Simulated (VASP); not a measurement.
## BN: single point with PBE

The system is BN.

```xyz
2
Lattice="0.0000 1.7425 1.7425 1.7425 0.0000 1.7425 1.7425 1.7425 0.0000" Properties=species:S:1:pos:R:3 pbc="T T T"
B     0.0000    0.0000    0.0000
N     0.8713    0.8713    0.8713
```

This cell differs from its parent crystal: volume changed by -10%.

| Quantity | Value |
| --- | --- |
| Program | VASP 6.6.1 |
| Task | single point |
| Functional | PBE |
| Potentials or basis | VASP PAW PBE potentials, release 64 (B, N) |
| Cutoff | 520 eV |
| k mesh | 8 × 8 × 8 |
| Occupations | gaussian, width 0.01 eV |
| Spin | no spin polarisation |

- Pressure: 54.9 GPa
- Band gap on the k mesh: 4.57 eV, indirect (least direct gap 9.34 eV)

Levels at points of the mesh, in eV from the valence-band top:
```
           k point  band 2  band 3  band 4  band 5  band 6  band 7
(0.00, 0.00, 0.00)    0.00    0.00    0.00    9.34    9.34    9.34
(0.50, 0.00, 0.00)  -11.74   -2.16   -2.16   11.31   11.31   11.63
(0.50, 0.50, 0.00)   -9.67   -5.47   -5.47    4.57    9.84   19.67
```

It took 3.7 s on 1 thread of AMD EPYC 7R43 64-Core Processor (Zen 3), on a shared host, peak memory 0.08 GiB.

 A k mesh can miss the band edges.
